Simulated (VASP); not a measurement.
ZrB2, 3 atoms in the cell. It takes space group P6/mmm (No. 191, hexagonal). Conventional cell: a = 3.197 Å, b = 3.197 Å, c = 3.520 Å, α = 90.00°, β = 90.00°, γ = 120.00°. Within 3.6 Å of Zr (site symmetry 6/mmm) lie 12 B at 2.55 Å and 8 Zr at 3.20 to 3.52 Å. Within 2.4 Å of B (site symmetry -6m2) lie 3 B at 1.85 Å.  This cell differs from its parent crystal: equal xx and yy strain of +1 %.

```yaml
Program: VASP 6.6.1
Task: single point
Functional: LDA
Potentials_or_basis: VASP PAW LDA potentials, release 64 (Zr_sv, B)
Cutoff: 520 eV
k_mesh: 12 × 12 × 9
Occupations: fermi-dirac, width 0.05 eV
Spin: no spin polarisation
Dipole_correction: no
Further_INCAR_settings: ALGO = Normal; EDIFF = 1e-06; NBANDS = 16
```

Potentials or basis: VASP PAW LDA potentials, release 64 (Zr_sv, B).

The run is started by

```sh
$ cat potpaw_LDA.64/Zr_sv/POTCAR potpaw_LDA.64/B/POTCAR > POTCAR
$ mpirun -np 1 vasp_std > vasp.out
```

Hardware: 1 thread of Intel(R) Xeon(R) Platinum 8488C (Sapphire Rapids), with other jobs on the host.

Question: Estimate the wall time of this run.

Answer: Run time: 19 s on 1 thread of Intel(R) Xeon(R) Platinum 8488C (Sapphire Rapids), with other jobs on the host, peak memory 0.16 GiB. Counts: scf iterations 13, k points 95.
